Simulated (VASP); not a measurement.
# HfB2 (P6/mmm) in VASP: settings compared

HfB2 is run at these levels: PBE+D3(BJ)+U, LDA+U, PBE, PBE+D3(BJ); tasks: single point.

Everything below comes from runs of VASP 6.6.1. Logs are shortened: lines on timing, memory, paths and dates and some standing lists are left out, and cuts for length are marked.

### 1 The cell of the first run

It takes space group P6/mmm (No. 191, hexagonal). The conventional cell has a = 3.133 Å, b = 3.133 Å, c = 3.479 Å, α = 90.00°, β = 90.00°, γ = 120.00°. Hf (site symmetry 6/mmm) has 12 B at 2.51 Å and 6 Hf at 3.13 Å within 3.3 Å. B (site symmetry -6m2) has 3 B at 1.81 Å within 2.4 Å.

### 2 Single point, PBE+D3(BJ)+U

INCAR reads:

```
  ALGO = Normal
  EDIFF = 1E-6
  ENCUT = 500
  GGA = PE
  GGA_COMPAT = F
  ISIF = 2
  ISMEAR = 0
  IVDW = 12
  LASPH = T
  LCHARG = F
  LDAU = T
  LDAUJ = 0 0
  LDAUL = 2 -1
  LDAUPRINT = 1
  LDAUTYPE = 2
  LDAUU = 0.51 0
  LMAXMIX = 4
  LREAL = F
  LWAVE = F
  NBANDS = 15
  NELM = 200
  PREC = Accurate
  SIGMA = 0.5
```

KPOINTS reads:

```
k-points
0
Gamma
  3 3 2
```

POSCAR reads:

```
HfB2
1.0
    3.1326790839      0.0000000000      0.0000000000
   -1.5663395419      2.7129796685      0.0000000000
    0.0000000000      0.0000000000      3.4792139900
Hf B
1 2
Direct
    0.0000000000      0.0000000000      0.0000000000
    0.3333333333      0.6666666667      0.5000000000
    0.6666666667      0.3333333333      0.5000000000
```

Potentials or basis: VASP PAW PBE potentials, release 64 (Hf_pv, B).

Run with:

```sh
$ cat potpaw_PBE.64/Hf_pv/POTCAR potpaw_PBE.64/B/POTCAR > POTCAR
$ mpirun -np 1 vasp_std > vasp.out
```

OUTCAR:

```text
EDIFF = 1E-6
   ENCUT = 500
   GGA = PE
   ISIF = 2
   ISMEAR = 0
   IVDW = 12
   LASPH = T
   LREAL = F
   NELM = 200
   PREC = Accurate
 IVDW          = 12

 ion  position               nearest neighbor table
   1  0.000  0.000  0.000-   2 2.51   3 2.51   2 2.51   3 2.51   2 2.51   2 2.51   3 2.51   3 2.51
                             3 2.51   3 2.51   2 2.51   2 2.51
   2  0.333  0.667  0.500-   3 1.81   3 1.81   3 1.81   1 2.51   1 2.51   1 2.51   1 2.51   1 2.51
                             1 2.51
   3  0.667  0.333  0.500-   2 1.81   2 1.81   2 1.81   1 2.51   1 2.51   1 2.51   1 2.51   1 2.51
                             1 2.51

  LATTYP: Found a hexagonal cell.
 ALAT       =     3.1326790839
 C/A-ratio  =     1.1106193443

  Lattice vectors:

 A1 = (   3.1326790839,   0.0000000000,   0.0000000000)
 A2 = (  -1.5663395419,   2.7129796685,   0.0000000000)
 A3 = (   0.0000000000,   0.0000000000,   3.4792139900)

Analysis of symmetry for initial positions (statically):
=====================================================================
 Subroutine PRICEL returns:
 Original cell was already a primitive cell.

 Routine SETGRP: Setting up the symmetry group for a
 hexagonal supercell.

 Subroutine GETGRP returns: Found 24 space group operations
 (whereof 24 operations were pure point group operations)
 out of a pool of 24 trial point group operations.

The static configuration has the point symmetry D_6h.

Analysis of symmetry for dynamics (positions and initial velocities):
=====================================================================
 Subroutine PRICEL returns:
 Original cell was already a primitive cell.

 Routine SETGRP: Setting up the symmetry group for a
 hexagonal supercell.

 Subroutine GETGRP returns: Found 24 space group operations
 (whereof 24 operations were pure point group operations)
 out of a pool of 24 trial point group operations.

The dynamic configuration has the point symmetry D_6h.

 Subroutine INISYM returns: Found 24 space group operations
 (whereof 24 operations are pure point group operations),
 and found     1 'primitive' translations

----------------------------------------------------------------------------------------

                                     Primitive cell

  volume of cell :      29.5695

  direct lattice vectors                    reciprocal lattice vectors
     3.132679084  0.000000000  0.000000000     0.319215589  0.184299206  0.000000000
    -1.566339542  2.712979669  0.000000000     0.000000000  0.368598413  0.000000000
     0.000000000  0.000000000  3.479213990     0.000000000  0.000000000  0.287421240

  length of vectors
     3.132679084  3.132679084  3.479213990     0.368598413  0.368598413  0.287421240

  position of ions in fractional coordinates (direct lattice)
     0.000000000  0.000000000  0.000000000
     0.333333333  0.666666667  0.500000000
     0.666666667  0.333333333  0.500000000

  ion indices of the primitive-cell ions
   primitive index   ion index
                 1           1
                 2           2
                 3           3

----------------------------------------------------------------------------------------

 KPOINTS: k-points

Automatic generation of k-mesh.
 Grid dimensions read from file:
 generate k-points for:    3    3    2

 Generating k-lattice:

  Cartesian coordinates                     Fractional coordinates (reciprocal lattice)
     0.106405196  0.061433069  0.000000000     0.333333333  0.000000000  0.000000000
     0.000000000  0.122866138  0.000000000     0.000000000  0.333333333  0.000000000
[... 40 lines left out ...]
   LREAL  =      F    real-space projection
   EDIFFG = 0.1E-04   stopping-criterion for IOM
   NSW    =      0    number of steps for IOM
   IBRION =     -1    ionic relax: 0-MD 1-quasi-New 2-CG
   NFREE  =      0    steps in history (QN), initial steepest desc. (CG)
   ISIF   =      2    stress and relaxation
   ISYM   =      2    0-nonsym 1-usesym 2-fastsym
   POTIM  = 0.5000    time-step for ionic-motion
   TEBEG  =    0.0;   TEEND  =   0.0 temperature during run
   PSTRESS=    0.0 pullay stress
   NELECT =      16.0000    total number of electrons
   NUPDOWN=      -1.0000    fix difference up-down
   EMIN   =  10.00;   EMAX   =-10.00  energy-range for DOS
   EFERMI =   0.00;   METHOD = LEGACY
   ISMEAR =     0;   SIGMA  =   0.50  broadening in eV -4-tet -1-fermi 0-gaus
   EFERMI_NEDOS =   21; number of points for ismear=-14 and -15
   IALGO  =     38    algorithm
   IMIX   =      4    mixing-type and parameters
     AMIX     =   0.40;   BMIX     =  1.00
     AMIX_MAG =   1.60;   BMIX_MAG =  1.00
  volume/ion in A,a.u.               =       9.86        66.51
  Fermi-wavevector in a.u.,A,eV,Ry     =   1.334034  2.520959 24.213571  1.779647
  Thomas-Fermi vector in A             =   2.462847
   LORBIT       =      0    0 simple, 1 ext, 2 COOP (PROOUT), +10 PAW based schemes
 LDA+U is selected, type is set to LDAUTYPE =  2
   angular momentum for each species LDAUL =     2   -1
   U (eV)           for each species LDAUU =   0.5  0.0
   J (eV)           for each species LDAUJ =   0.0  0.0
   GGA     = PE    functional components
   LHFCALC =     F    Hartree Fock is set to
   AEXX    =    0.0000 exact exchange contribution
   IVDW    =    12    specifies the selected vdW correction
   LEPSILON=     F    determine dielectric tensor
   LRPA    =     F    only Hartree local field effects (RPA)
 non-spin polarized calculation
 Gauss-broadening in eV      SIGMA  =   0.50
  energy-cutoff  :      500.00
  volume of cell :       29.57
 maximum number of plane-waves:       754
 NGX is ok and might be reduce to    24
   NGX = 11   NGY = 11   NGZ = 13

atom =   1  type =  1  l = 2

 onsite density matrix

spin component  1

  0.1838  0.0000 -0.0000 -0.0000 -0.0000
  0.0000  0.1981  0.0000  0.0000 -0.0000
 -0.0000  0.0000  0.1676 -0.0000 -0.0000
 -0.0000  0.0000 -0.0000  0.1981  0.0000
 -0.0000 -0.0000 -0.0000  0.0000  0.1838

spin component  2

  0.1838  0.0000 -0.0000 -0.0000 -0.0000
  0.0000  0.1981  0.0000  0.0000 -0.0000
 -0.0000  0.0000  0.1676 -0.0000 -0.0000
 -0.0000  0.0000 -0.0000  0.1981  0.0000
 -0.0000 -0.0000 -0.0000  0.0000  0.1838

 occupancies and eigenvectors

  o =  0.1676  v = -0.0000 -0.0000 -1.0000 -0.0000 -0.0000  0.0000  0.0000  0.0000  0.0000  0.0000      0.0000  0.0000  0.0000  0.0000  0.0000  0.0000  0.0000  0.0000  0.0000  0.0000
  o =  0.1676  v =  0.0000  0.0000  0.0000  0.0000  0.0000 -0.0000 -0.0000 -1.0000 -0.0000 -0.0000      0.0000  0.0000  0.0000  0.0000  0.0000  0.0000  0.0000  0.0000  0.0000  0.0000
  o =  0.1838  v = -0.6075  0.0000  0.0000  0.0000 -0.7943  0.0000  0.0000  0.0000  0.0000  0.0000      0.0000  0.0000  0.0000  0.0000  0.0000  0.0000  0.0000  0.0000  0.0000  0.0000
  o =  0.1838  v =  0.0000  0.0000  0.0000  0.0000  0.0000 -0.6075  0.0000  0.0000  0.0000 -0.7943      0.0000  0.0000  0.0000  0.0000  0.0000  0.0000  0.0000  0.0000  0.0000  0.0000
  o =  0.1838  v =  0.0000  0.0000  0.0000  0.0000  0.0000  0.7943  0.0000 -0.0000  0.0000 -0.6075      0.0000  0.0000  0.0000  0.0000  0.0000  0.0000  0.0000  0.0000  0.0000  0.0000
  o =  0.1838  v =  0.7943  0.0000 -0.0000  0.0000 -0.6075  0.0000  0.0000  0.0000  0.0000  0.0000      0.0000  0.0000  0.0000  0.0000  0.0000  0.0000  0.0000  0.0000  0.0000  0.0000
  o =  0.1981  v = -0.0000 -0.9424  0.0000  0.3344 -0.0000  0.0000  0.0000  0.0000  0.0000  0.0000      0.0000  0.0000  0.0000  0.0000  0.0000  0.0000  0.0000  0.0000  0.0000  0.0000
  o =  0.1981  v =  0.0000  0.0000  0.0000  0.0000  0.0000 -0.0000 -0.9424  0.0000  0.3344 -0.0000      0.0000  0.0000  0.0000  0.0000  0.0000  0.0000  0.0000  0.0000  0.0000  0.0000
  o =  0.1981  v =  0.0000  0.0000  0.0000  0.0000  0.0000 -0.0000  0.3344 -0.0000  0.9424  0.0000      0.0000  0.0000  0.0000  0.0000  0.0000  0.0000  0.0000  0.0000  0.0000  0.0000
  o =  0.1981  v = -0.0000  0.3344 -0.0000  0.9424  0.0000  0.0000  0.0000  0.0000  0.0000  0.0000      0.0000  0.0000  0.0000  0.0000  0.0000  0.0000  0.0000  0.0000  0.0000  0.0000

 number of electron      15.9999998 magnetization

 Free energy of the ion-electron system (eV)
  ---------------------------------------------------
  ext. energy  EPLUGINS =         0.00000000
  ---------------------------------------------------
  free energy    TOTEN  =       -26.08452859 eV

  energy without entropy =      -26.04397455  energy(sigma->0) =      -26.06425157

 E-fermi :   8.1205     XC(G=0): -12.6129

 val. band max:        6.7297009762   @ k =   0.0000   0.0000   0.5000
 cond. band min:       8.1750976408   @ k =   0.0000   0.0000   0.5000
 fundamental gap:      1.4453966646
 Fermi energy:         8.1205122641

 k-point     1 :       0.0000    0.0000    0.0000
  band No.  band energies     occupation
      1     -23.0266      2.00000
      2     -22.6253      2.00000
      3     -22.6253      2.00000
      4      -5.9546      2.00000
      5       4.6704      2.00000
      6       4.9405      2.00000
      7       4.9405      2.00000
      8       4.9842      2.00000
      9      11.8109      0.00000
     10      11.8109      0.00000
     11      12.4183      0.00000
     12      12.4183      0.00000
     13      12.8154      0.00000
     14      12.9208      0.00000
[... 77 lines left out ...]
      2     -23.1287      2.00000
      3     -23.0979      2.00000
      4      -1.2817      2.00000
      5      -1.2817      2.00000
      6       2.3836      2.00000
      7       4.5350      2.00000
      8       4.5350      2.00000
      9      12.2419      0.00000
     10      13.0963      0.00000
     11      14.7596      0.00000
     12      14.7596      0.00000
     13      15.0926      0.00000
     14      15.0926      0.00000
     15      17.4033      0.00000

------------------------ aborting loop because EDIFF is reached ----------------------------------------

 Edisp (eV)   -1.09061

 E8    (eV) :    -0.4909

  FORCE on cell =-STRESS in cart. coord.  units (eV):
  Direction    XX          YY          ZZ          XY          YZ          ZX
  --------------------------------------------------------------------------------------
  -------------------------------------------------------------------------------------
  Total      -0.23900    -0.23900    -1.25697    -0.00000    -0.00000     0.00000
  in kB     -12.94995   -12.94995   -68.10684    -0.00000    -0.00000     0.00000
  external pressure =      -31.34 kB  Pullay stress =        0.00 kB

 VOLUME and BASIS-vectors are now :
 -----------------------------------------------------------------------------
  energy-cutoff  :      500.00
  volume of cell :       29.57
      direct lattice vectors                 reciprocal lattice vectors
     3.132679084  0.000000000  0.000000000     0.319215589  0.184299206  0.000000000
    -1.566339542  2.712979669  0.000000000     0.000000000  0.368598413  0.000000000
     0.000000000  0.000000000  3.479213990     0.000000000  0.000000000  0.287421240

 POSITION                                       TOTAL-FORCE (eV/Angst)
 -----------------------------------------------------------------------------------
      0.00000      0.00000      0.00000        -0.000000      0.000000      0.000000
     -0.00000      1.80865      1.73961        -0.000000      0.000000     -0.000000
      1.56634      0.90433      1.73961         0.000000     -0.000000      0.000000
 -----------------------------------------------------------------------------------
    total drift:                               -0.000000      0.000000      0.000000

  FREE ENERGIE OF THE ION-ELECTRON SYSTEM (eV)
  ---------------------------------------------------
  free  energy   TOTEN  =       -27.1751392418 eV

  energy  without entropy=      -27.1345852019  energy(sigma->0) =      -27.15486222
```

It took 8.1 s on 1 thread of Intel Xeon 8259CL, shared host; peak memory 0.15 GiB.

Results:

| Property | Result |
| --- | --- |
| Free energy | -27.1751 eV |
| Pressure | -3.1 GPa |
| Band gap on the k mesh | zero (filled and empty bands touch) |
| Dispersion energy per atom | -0.364 eV |

Stress tensor (GPa, compression positive):
```
-1.29  0.00  0.00
 0.00 -1.29  0.00
 0.00  0.00 -6.81
```

Levels at points of the mesh, in eV from the Fermi level:
| k point | band 4 | band 5 | band 6 | band 7 | band 8 | band 9 | band 10 | band 11 | band 12 | band 13 |
| --- | --- | --- | --- | --- | --- | --- | --- | --- | --- | --- |
| (0.00, 0.00, 0.00) | -14.08 | -3.45 | -3.18 | -3.18 | -3.14 | 3.69 | 3.69 | 4.30 | 4.30 | 4.69 |
| (0.00, 0.00, 0.50) | -11.62 | -8.85 | -1.39 | -1.39 | 0.05 | 0.05 | 0.55 | 0.55 | 1.87 | 4.73 |

Eigenvalues of the final occupation matrices:
| site | spin | trace | eigenvalues |
| --- | --- | --- | --- |
| site 1 d | 1 | 0.93 | 0.17 0.18 0.18 0.20 0.20 |
| site 1 d | 2 | 0.93 | 0.17 0.18 0.18 0.20 0.20 |

Caveat: the k points lie up to 0.90 Å⁻¹ apart; three body term missing; spin-orbit coupling is left out, which moves the levels of the heavy elements; U without spin polarisation on a metal has little footing; pairwise dispersion overbinds metals, which lowers pressure and volume; the U is typed as a test and isn't derived for this compound.

### 3 Single point, LDA+U

INCAR reads:

```
SYSTEM = HfB2
PREC = Accurate ; ENCUT = 500
EDIFF = 1E-6 ; ISMEAR = 0
SIGMA = 0.1 ; LREAL = .False.
LASPH = .True. ; NELM = 200
ALGO = Normal ; ISIF = 2
LWAVE = .False. ; LCHARG = .False.
LMAXMIX = 4 ; LDAU = .True.
LDAUTYPE = 2 ; LDAUL = 2 -1
LDAUU = 3.5 0 ; LDAUJ = 0 0
LDAUPRINT = 1 ; NBANDS = 15
GGA_COMPAT = .False.
```

KPOINTS reads:

```
Automatic mesh
0
Gamma
  3 3 2
  0 0 0
```

POSCAR is that of step 2.

Potentials or basis: VASP PAW LDA potentials, release 64 (Hf_pv, B).

Run with:

```sh
$ cat potpaw_LDA.64/Hf_pv/POTCAR potpaw_LDA.64/B/POTCAR > POTCAR
$ mpirun -np 1 vasp_std > vasp.out
```

OUTCAR:

```text
SYSTEM = HfB2
   PREC = Accurate
   ENCUT = 500
   EDIFF = 1E-6
   ISMEAR = 0
   LREAL = .False.
   LASPH = .True.
   NELM = 200
   ISIF = 2

 ion  position               nearest neighbor table
   1  0.000  0.000  0.000-   2 2.51   3 2.51   2 2.51   3 2.51   2 2.51   2 2.51   3 2.51   3 2.51
                             3 2.51   3 2.51   2 2.51   2 2.51
   2  0.333  0.667  0.500-   3 1.81   3 1.81   3 1.81   1 2.51   1 2.51   1 2.51   1 2.51   1 2.51
                             1 2.51
   3  0.667  0.333  0.500-   2 1.81   2 1.81   2 1.81   1 2.51   1 2.51   1 2.51   1 2.51   1 2.51
                             1 2.51

  LATTYP: Found a hexagonal cell.
 ALAT       =     3.1326790839
 C/A-ratio  =     1.1106193443

  Lattice vectors:

 A1 = (   3.1326790839,   0.0000000000,   0.0000000000)
 A2 = (  -1.5663395419,   2.7129796685,   0.0000000000)
 A3 = (   0.0000000000,   0.0000000000,   3.4792139900)

Analysis of symmetry for initial positions (statically):
=====================================================================
 Subroutine PRICEL returns:
 Original cell was already a primitive cell.

 Routine SETGRP: Setting up the symmetry group for a
 hexagonal supercell.

 Subroutine GETGRP returns: Found 24 space group operations
 (whereof 24 operations were pure point group operations)
[... 206 lines left out ...]
     13      13.0669      0.00000
     14      13.0851      0.00000
[... 77 lines left out ...]
      2     -23.3018      2.00000
      3     -23.2490      2.00000
      4      -0.8725      2.00000
      5      -0.8725      2.00000
      6       2.5963      2.00000
      7       4.7925      2.00000
      8       4.7925      2.00000
      9      12.3716      0.00000
     10      13.4904      0.00000
     11      15.2663      0.00000
     12      15.2663      0.00000
     13      15.5124      0.00000
     14      15.5124      0.00000
     15      17.5664      0.00000

------------------------ aborting loop because EDIFF is reached ----------------------------------------

  FORCE on cell =-STRESS in cart. coord.  units (eV):
  Direction    XX          YY          ZZ          XY          YZ          ZX
  --------------------------------------------------------------------------------------
  -------------------------------------------------------------------------------------
  Total        0.3798953      0.3798953     -0.4982630      0.0000000      0.0000000      0.0000000
  in kB       20.5840518     20.5840518    -26.9976321      0.0000000      0.0000000      0.0000000
  external PRESSURE =       4.7234905 kB  Pullay stress =       0.0000000 kB

 VOLUME and BASIS-vectors are now :
 -----------------------------------------------------------------------------
  energy-cutoff  :      500.00
  volume of cell :       29.57
      direct lattice vectors                 reciprocal lattice vectors
     3.132679084  0.000000000  0.000000000     0.319215589  0.184299206  0.000000000
    -1.566339542  2.712979669  0.000000000     0.000000000  0.368598413  0.000000000
     0.000000000  0.000000000  3.479213990     0.000000000  0.000000000  0.287421240

 POSITION                                       TOTAL-FORCE (eV/Angst)
 -----------------------------------------------------------------------------------
      0.00000      0.00000      0.00000        -0.000000      0.000000     -0.000000
     -0.00000      1.80865      1.73961         0.000000     -0.000000     -0.000000
      1.56634      0.90433      1.73961        -0.000000      0.000000      0.000000
 -----------------------------------------------------------------------------------
    total drift:                               -0.000000      0.000000      0.000000

  FREE ENERGIE OF THE ION-ELECTRON SYSTEM (eV)
  ---------------------------------------------------
  free  energy   TOTEN  =       -26.3358042200 eV

  energy  without entropy=      -26.3295354469  energy(sigma->0) =      -26.33266983
```

stdout:

```text
POSCAR found type information on POSCAR HfB
 POSCAR found :  2 types and       3 ions
 scaLAPACK will be used
 LDA part: xc-table for (Slater(with rela. corr.)+CA(PZ))
 , standard interpolation
 POSCAR, INCAR and KPOINTS ok, starting setup
 FFT: planning ... GRIDC
 FFT: planning ... GRID_SOFT
 FFT: planning ... GRID
 WAVECAR not read
 entering main loop
```

Wall time 5.3 s (1 thread of Intel Xeon 8259CL, shared host); peak memory 0.13 GiB.

What came out:

* Free energy: -26.3358 eV
* Pressure: 0.5 GPa
* Band gap on the k mesh: zero (filled and empty bands touch)

Stress tensor (GPa, compression positive):
```
 2.06  0.00  0.00
 0.00  2.06  0.00
 0.00  0.00 -2.70
```

Levels at points of the mesh, in eV from the Fermi level:
```
           k point  band 6  band 7  band 8  band 9  band 10  band 11
(0.00, 0.00, 0.00)   -3.46   -3.32   -3.32    3.74     3.74     4.21
(0.00, 0.00, 0.50)   -1.67   -1.67    0.00    0.00     0.57     0.57
```

Eigenvalues of the final occupation matrices:
| site | spin | trace | eigenvalues |
| --- | --- | --- | --- |
| site 1 d | 1 | 0.90 | 0.16 0.17 0.17 0.19 0.19 |
| site 1 d | 2 | 0.90 | 0.16 0.17 0.17 0.19 0.19 |

Caveat: the k points lie up to 0.90 Å⁻¹ apart; spin-orbit coupling is left out, which moves the levels of the heavy elements; U without spin polarisation on a metal has little footing; the U is typed as a test and isn't derived for this compound.

### 4 Single point, PBE

INCAR reads:

```
SYSTEM = HfB2
PREC     = Accurate       ! precision mode
ENCUT    = 500            ! plane-wave cutoff, eV
EDIFF    = 1E-6           ! SCF threshold, eV
ISMEAR   = 0              ! smearing method
SIGMA    = 0.1            ! smearing width, eV
LREAL    = .False.        ! projectors in reciprocal space
LASPH    = .True.         ! aspherical terms in the spheres
NELM     = 120            ! most SCF steps
ALGO     = Normal         ! electronic algorithm
ISIF     = 2              ! what is computed and relaxed
LWAVE    = .False.        ! write WAVECAR
LCHARG   = .False.        ! write CHGCAR
GGA      = PE             ! functional
NBANDS   = 15             ! bands
ISYM     = 0            
GGA_COMPAT= .False.
```

KPOINTS reads:

```
Automatic mesh
0
Gamma
  6 2 3
  0 0 0
```

POSCAR is that of step 3.

Potentials or basis: VASP PAW PBE potentials, release 64 (Hf_pv, B).

Run with:

```sh
$ cat potpaw_PBE.64/Hf_pv/POTCAR potpaw_PBE.64/B/POTCAR > POTCAR
$ mpirun -np 1 vasp_std > vasp.out
```

It took 14 s on 1 thread of Intel Xeon 8259CL, shared host; peak memory 0.14 GiB.

The run converged, but its numbers aren't listed here, since they failed a check.

Caveat: the k points lie up to 1.16 Å⁻¹ apart; spin-orbit coupling is left out, which moves the levels of the heavy elements.

(Continued in part 2 of 2.)
